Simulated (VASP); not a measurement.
# TaN (P6/mmm) in VASP: further runs

TaN is run at these levels: r2SCAN; tasks: single point, relaxation of shape and atoms at fixed volume.

Program: VASP 6.6.1. These are calculated values, not measurements. Logs are shortened: lines on timing, memory, paths and dates and some standing lists are left out, and cuts for length are marked.

## 1. The cell of the first run

The structure is hexagonal, space group P6/mmm (No. 191). The conventional cell has a = 5.240 Å, b = 5.240 Å, c = 2.904 Å, α = 90.00°, β = 90.00°, γ = 120.00°. Ta (site symmetry 6/mmm) has 6 N at 2.62 Å and 14 Ta at 2.90 to 3.36 Å within 3.5 Å. Within 3.1 Å of Ta (site symmetry -6m2) lie 6 N at 2.10 Å and 5 Ta at 2.90 to 3.03 Å. Within 3.0 Å of N (site symmetry mmm) lie 6 Ta at 2.10 to 2.62 Å and 6 N at 2.62 to 2.90 Å.

## 2. Single point, r2SCAN

The input, POSCAR:

```
TaN
1.0
    5.2398557858      0.0000000000      0.0000000000
   -2.6199278929      4.5378482226      0.0000000000
    0.0000000000      0.0000000000      2.9041810651
Ta N
3 3
Direct
    0.0000000000      0.0000000000      0.0000000000
    0.3333333333      0.6666666667      0.5000000000
    0.6666666667      0.3333333333      0.5000000000
    0.5000000000      0.0000000000      0.0000000000
    0.5000000000      0.5000000000      0.0000000000
    0.0000000000      0.5000000000      0.0000000000
```

The input, INCAR.step1:

```
PREC = Accurate
ENCUT = 660
ISMEAR = 0
SIGMA = 0.1
LREAL = False
LASPH = True
NELM = 120
NBANDS = 36
GGA = PE
ALGO = Normal
EDIFF = 1E-5
LWAVE = True
LCHARG = False
GGA_COMPAT = False
```

The input, INCAR.step2:

```
PREC = Accurate
ENCUT = 660
EDIFF = 1E-6
ISMEAR = 0
SIGMA = 0.1
LREAL = False
LASPH = True
NELM = 120
ALGO = Normal
ISIF = 2
LWAVE = False
LCHARG = False
METAGGA = R2SCAN
LMIXTAU = True
NBANDS = 36
ISTART = 1
GGA_COMPAT = False
```

The input, KPOINTS:

```
Automatic mesh
0
Gamma
  9 9 12
```

Potentials or basis: VASP PAW PBE potentials, release 64 (Ta_sv_GW, N).

Launch:

```console
> cat potpaw_PBE.64/Ta_sv_GW/POTCAR potpaw_PBE.64/N/POTCAR > POTCAR
> cp INCAR.step1 INCAR
> mpirun -np 1 vasp_std > vasp.out
> cp INCAR.step2 INCAR
> mpirun -np 1 vasp_std > vasp.out
```

OUTCAR:

```text
PREC = Accurate
   ENCUT = 660
   EDIFF = 1E-6
   ISMEAR = 0
   LREAL = False
   LASPH = True
   NELM = 120
   ISIF = 2
   METAGGA = R2SCAN
   ISTART = 1

 ion  position               nearest neighbor table
   1  0.000  0.000  0.000-
   2  0.333  0.667  0.500-   4 2.10   4 2.10   6 2.10   6 2.10   5 2.10   5 2.10   3 3.03   3 3.03
                             3 3.03
   3  0.667  0.333  0.500-   4 2.10   4 2.10   6 2.10   6 2.10   5 2.10   5 2.10   2 3.03   2 3.03
                             2 3.03
   4  0.500  0.000  0.000-   2 2.10   3 2.10   2 2.10   3 2.10
   5  0.500  0.500  0.000-   2 2.10   3 2.10   2 2.10   3 2.10
   6  0.000  0.500  0.000-   2 2.10   3 2.10   2 2.10   3 2.10

  LATTYP: Found a hexagonal cell.
 ALAT       =     5.2398557858
 C/A-ratio  =     0.5542482816

  Lattice vectors:

 A1 = (   5.2398557858,   0.0000000000,   0.0000000000)
 A2 = (  -2.6199278929,   4.5378482226,   0.0000000000)
 A3 = (   0.0000000000,   0.0000000000,   2.9041810651)

Analysis of symmetry for initial positions (statically):
=====================================================================
 Subroutine PRICEL returns:
 Original cell was already a primitive cell.

 Routine SETGRP: Setting up the symmetry group for a
 hexagonal supercell.

 Subroutine GETGRP returns: Found 24 space group operations
 (whereof 24 operations were pure point group operations)
 out of a pool of 24 trial point group operations.

The static configuration has the point symmetry D_6h.

Analysis of symmetry for dynamics (positions and initial velocities):
=====================================================================
 Subroutine PRICEL returns:
 Original cell was already a primitive cell.

 Routine SETGRP: Setting up the symmetry group for a
 hexagonal supercell.

 Subroutine GETGRP returns: Found 24 space group operations
 (whereof 24 operations were pure point group operations)
 out of a pool of 24 trial point group operations.

The dynamic configuration has the point symmetry D_6h.

 Subroutine INISYM returns: Found 24 space group operations
 (whereof 24 operations are pure point group operations),
 and found     1 'primitive' translations

----------------------------------------------------------------------------------------

                                     Primitive cell

  volume of cell :      69.0547

  direct lattice vectors                    reciprocal lattice vectors
     5.239855786  0.000000000  0.000000000     0.190844947  0.110184382  0.000000000
    -2.619927893  4.537848223  0.000000000     0.000000000  0.220368763  0.000000000
     0.000000000  0.000000000  2.904181065     0.000000000  0.000000000  0.344331148

  length of vectors
     5.239855786  5.239855786  2.904181065     0.220368763  0.220368763  0.344331148

  position of ions in fractional coordinates (direct lattice)
     0.000000000  0.000000000  0.000000000
     0.333333333  0.666666667  0.500000000
     0.666666667  0.333333333  0.500000000
     0.500000000  0.000000000  0.000000000
     0.500000000  0.500000000  0.000000000
     1.000000000  0.500000000  0.000000000

  ion indices of the primitive-cell ions
   primitive index   ion index
                 1           1
                 2           2
                 3           3
                 4           4
                 5           5
                 6           6

----------------------------------------------------------------------------------------

 KPOINTS: Automatic mesh

Automatic generation of k-mesh.
 Grid dimensions read from file:
 generate k-points for:    9    9   12

 Generating k-lattice:

  Cartesian coordinates                     Fractional coordinates (reciprocal lattice)
     0.021204994  0.012242709  0.000000000     0.111111111 -0.000000000  0.000000000
     0.000000000  0.024485418  0.000000000     0.000000000  0.111111111  0.000000000
     0.000000000  0.000000000  0.028694262     0.000000000  0.000000000  0.083333333

  Length of vectors
     0.024485418  0.024485418  0.028694262

  Shift w.r.t. Gamma in fractional coordinates (k-lattice)
     0.000000000  0.000000000  0.000000000

 Subroutine IBZKPT returns following result:
 ===========================================

 Found     84 irreducible k-points:

 Following reciprocal coordinates:
            Coordinates               Weight
  0.000000  0.000000  0.000000      1.000000
  0.111111 -0.000000  0.000000      6.000000
  0.222222 -0.000000  0.000000      6.000000
  0.333333 -0.000000  0.000000      6.000000
  0.444444 -0.000000  0.000000      6.000000
  0.111111  0.111111  0.000000      6.000000
[... 16 lines left out ...]
  0.333333  0.222222  0.083333     24.000000
  0.333333  0.333333  0.083333      4.000000
 [... further k-points ...]
   k-points           NKPTS =     84   k-points in BZ     NKDIM =     84   number of bands    NBANDS=     36
   number of dos      NEDOS =    301   number of ions     NIONS =      6
   total plane-waves  NPLWV =  55296
   dimension x,y,z NGX =    48 NGY =   48 NGZ =   24
   dimension x,y,z NGXF=    96 NGYF=   96 NGZF=   48
   ions per type =               3   3
   NGX,Y,Z   is equivalent  to a cutoff of  15.23, 15.23, 13.74 a.u.
   NGXF,Y,Z  is equivalent  to a cutoff of  30.46, 30.46, 27.48 a.u.
 SYSTEM =  unknown system
   PREC   = accura    normal or accurate (medium, high low for compatibility)
   ISTART =      1    job   : 0-new  1-cont  2-samecut
   ICHARG =      0    charge: 1-file 2-atom 10-const
   ISPIN  =      1    spin polarized calculation?
   LNONCOLLINEAR =      F non collinear calculations
   LSORBIT =      F    spin-orbit coupling
   LASPH  =      T    aspherical Exc in radial PAW
   ENCUT  =  660.0 eV  48.51 Ry    6.96 a.u.  10.98 10.98  6.08*2*pi/ulx,y,z
   NELM   =    120;   NELMIN=  2; NELMDL=  0     # of ELM steps
   EDIFF  = 0.1E-05   stopping-criterion for ELM
   LREAL  =      F    real-space projection
   EDIFFG = 0.1E-04   stopping-criterion for IOM
   NSW    =      0    number of steps for IOM
   IBRION =     -1    ionic relax: 0-MD 1-quasi-New 2-CG
   NFREE  =      0    steps in history (QN), initial steepest desc. (CG)
   ISIF   =      2    stress and relaxation
   ISYM   =      2    0-nonsym 1-usesym 2-fastsym
   POTIM  = 0.5000    time-step for ionic-motion
   TEBEG  =    0.0;   TEEND  =   0.0 temperature during run
   PSTRESS=    0.0 pullay stress
   NELECT =      54.0000    total number of electrons
   NUPDOWN=      -1.0000    fix difference up-down
   EMIN   =  10.00;   EMAX   =-10.00  energy-range for DOS
   EFERMI =   0.00;   METHOD = LEGACY
   ISMEAR =     0;   SIGMA  =   0.10  broadening in eV -4-tet -1-fermi 0-gaus
   EFERMI_NEDOS =   21; number of points for ismear=-14 and -15
   IALGO  =     38    algorithm
   IMIX   =      4    mixing-type and parameters
     AMIX     =   0.40;   BMIX     =  1.00
     AMIX_MAG =   1.60;   BMIX_MAG =  1.00
  volume/ion in A,a.u.               =      11.51        77.67
  Fermi-wavevector in a.u.,A,eV,Ry     =   1.508256  2.850191 30.951029  2.274836
  Thomas-Fermi vector in A             =   2.618734
   LORBIT       =      0    0 simple, 1 ext, 2 COOP (PROOUT), +10 PAW based schemes
   METAGGA = R2SCAN    functional components
   LHFCALC =     F    Hartree Fock is set to
   AEXX    =    0.0000 exact exchange contribution
   IVDW    =     0    specifies the selected vdW correction
   LEPSILON=     F    determine dielectric tensor
   LRPA    =     F    only Hartree local field effects (RPA)
 non-spin polarized calculation
 Gauss-broadening in eV      SIGMA  =   0.10
  energy-cutoff  :      660.00
  volume of cell :       69.05
 maximum number of plane-waves:      2682
 NGX is ok and might be reduce to    48
   NGX = 21   NGY = 21   NGZ = 13

 number of electron      53.9999999 magnetization

 Free energy of the ion-electron system (eV)
  ---------------------------------------------------
  ext. energy  EPLUGINS =         0.00000000
  ---------------------------------------------------
  free energy    TOTEN  =      -186.12240335 eV

  energy without entropy =     -186.11975135  energy(sigma->0) =     -186.12107735

 E-fermi :  12.0215     XC(G=0): -14.2197

 val. band max:       11.9921076693   @ k =   0.1111  -0.0000   0.2500
 cond. band min:      12.0280989161   @ k =   0.2222  -0.0000   0.4167
 fundamental gap:      0.0359912468
 Fermi energy:        12.0214894080

 k-point     1 :       0.0000    0.0000    0.0000
  band No.  band energies     occupation
      1     -59.5432      2.00000
      2     -59.4994      2.00000
      3     -59.0818      2.00000
      4     -25.6418      2.00000
      5     -25.6418      2.00000
      6     -25.2576      2.00000
[... 28 lines left out ...]
     35      15.2745      0.00000
     36      15.2746      0.00000

 k-point     2 :       0.1111   -0.0000    0.0000
  band No.  band energies     occupation
      1     -59.5420      2.00000
      2     -59.5006      2.00000
      3     -59.0818      2.00000
      4     -25.6502      2.00000
      5     -25.6366      2.00000
      6     -25.2528      2.00000
[... 28 lines left out ...]
     35      15.3240      0.00000
     36      15.3565      0.00000

 k-point     3 :       0.2222   -0.0000    0.0000
  band No.  band energies     occupation
      1     -59.5387      2.00000
      2     -59.5039      2.00000
      3     -59.0819      2.00000
      4     -25.6699      2.00000
      5     -25.6171      2.00000
      6     -25.2534      2.00000
[... 28 lines left out ...]
     35      15.4665      0.00000
     36      15.6516      0.00000

 k-point     4 :       0.3333   -0.0000    0.0000
  band No.  band energies     occupation
      1     -59.5338      2.00000
      2     -59.5086      2.00000
      3     -59.0821      2.00000
      4     -25.6901      2.00000
      5     -25.5793      2.00000
      6     -25.2840      2.00000
[... 28 lines left out ...]
     35      15.5256      0.00000
     36      15.6442      0.00000

 k-point     5 :       0.4444   -0.0000    0.0000
  band No.  band energies     occupation
      1     -59.5292      2.00000
      2     -59.5131      2.00000
      3     -59.0821      2.00000
      4     -25.7023      2.00000
      5     -25.5365      2.00000
      6     -25.3310      2.00000
[... 655 lines left out ...]
 k-point    22 :       0.2222    0.2222    0.0833
  band No.  band energies     occupation
      1     -59.5277      2.00000
      2     -59.5082      2.00000
      3     -59.0793      2.00000
      4     -25.6732      2.00000
      5     -25.5531      2.00000
      6     -25.3158      2.00000
[... 28 lines left out ...]
     35      15.4623      0.00000
     36      15.7674      0.00000

 k-point    23 :       0.3333    0.2222    0.0833
  band No.  band energies     occupation
      1     -59.5229      2.00000
      2     -59.5130      2.00000
      3     -59.0793      2.00000
      4     -25.6765      2.00000
      5     -25.5060      2.00000
      6     -25.3792      2.00000
[... 28 lines left out ...]
     35      15.2277      0.00000
     36      15.5668      0.00000

 k-point    24 :       0.3333    0.3333    0.0833
  band No.  band energies     occupation
      1     -59.5180      2.00000
      2     -59.5180      2.00000
      3     -59.0793      2.00000
      4     -25.6736      2.00000
      5     -25.4491      2.00000
      6     -25.4491      2.00000
[... 28 lines left out ...]
     35      15.3847      0.00000
     36      15.3847      0.00000

 [... further k-points ...]
[... 5 lines left out ...]
  --------------------------------------------------------------------------------------
  -------------------------------------------------------------------------------------
  Total        0.0413703      0.0413703      0.1031566      0.0000000     -0.0000000      0.0000000
  in kB        0.9598561      0.9598561      2.3933972      0.0000000     -0.0000000      0.0000000
  external PRESSURE =       1.4377031 kB  Pullay stress =       0.0000000 kB

 VOLUME and BASIS-vectors are now :
 -----------------------------------------------------------------------------
  energy-cutoff  :      660.00
  volume of cell :       69.05
      direct lattice vectors                 reciprocal lattice vectors
     5.239855786  0.000000000  0.000000000     0.190844947  0.110184382  0.000000000
    -2.619927893  4.537848223  0.000000000     0.000000000  0.220368763  0.000000000
     0.000000000  0.000000000  2.904181065     0.000000000  0.000000000  0.344331148

 POSITION                                       TOTAL-FORCE (eV/Angst)
 -----------------------------------------------------------------------------------
      0.00000      0.00000      0.00000         0.000000      0.000000      0.000000
     -0.00000      3.02523      1.45209         0.000000      0.000000      0.000000
      2.61993      1.51262      1.45209        -0.000000     -0.000000      0.000000
      2.61993      0.00000      0.00000         0.000000      0.000000      0.000000
      1.30996      2.26892      0.00000         0.000000      0.000000      0.000000
     -1.30996      2.26892      0.00000         0.000000      0.000000      0.000000
 -----------------------------------------------------------------------------------
    total drift:                               -0.000000      0.000000     -0.000000

  FREE ENERGIE OF THE ION-ELECTRON SYSTEM (eV)
  ---------------------------------------------------
  free  energy   TOTEN  =      -186.1224033550 eV

  energy  without entropy=     -186.1197513542  energy(sigma->0) =     -186.12107735
```

It took 19 min on 1 thread of Intel Xeon 6975P-C (Granite Rapids), shared host; peak memory 0.4 GiB.

What came out:

```yaml
Free_energy: -186.1224 eV
Pressure: 0.1 GPa
Band_gap_on_the_k_mesh: zero (bands 27 and 28 overlap by 2.18 eV)
```

Caveat: the PAW data sets were made with another functional, which shifts forces and pressure a little; spin-orbit coupling is left out, which moves the levels of the heavy elements.

(Part 1 of 3 ends here.)
